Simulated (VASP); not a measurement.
A run of VASP 6.6.1:

The input INCAR:

```
SYSTEM = Y
  PREC = Accurate
  ENCUT = 600
  EDIFF = 1E-6
  ISMEAR = -1
  SIGMA = 0.08
  LREAL = .False.
  LASPH = .True.
  NELM = 100
  ALGO = Normal
  ISIF = 4
  LWAVE = .False.
  LCHARG = .False.
  GGA = PE
  IBRION = 2
  NSW = 50
  EDIFFG = -0.005
```

File KPOINTS:

```
Automatic mesh
0
Gamma
  10 10 3
  0 0 0
```

The input POSCAR:

```
Y
1.0
    3.4803431588      0.0000000000      0.0000000000
   -1.7401715794      3.0140655894      0.0000000000
    0.0000000000      0.0000000000     11.1695361718
Y
4
Direct
    0.0000000000      0.0000000000      0.0000000000
    0.0000000000      0.0000000000      0.5000000000
    0.3333333333      0.6666666667      0.2500000000
    0.6666666667      0.3333333333      0.7500000000
```

Potentials or basis: VASP PAW PBE potentials, release 64 (Y_sv).

Launch:

```bash
$ cat potpaw_PBE.64/Y_sv/POTCAR > POTCAR
$ mpirun -np 1 vasp_std > vasp.out
```

Hardware: 1 thread of Intel Xeon 8259CL (shared host).

Question: Estimate the wall time of this run.

Answer: It took 7.3 min on 1 thread of Intel Xeon 8259CL (shared host), peak memory 0.31 GiB. Counts: scf iterations 24, k points 28, ion steps 3.
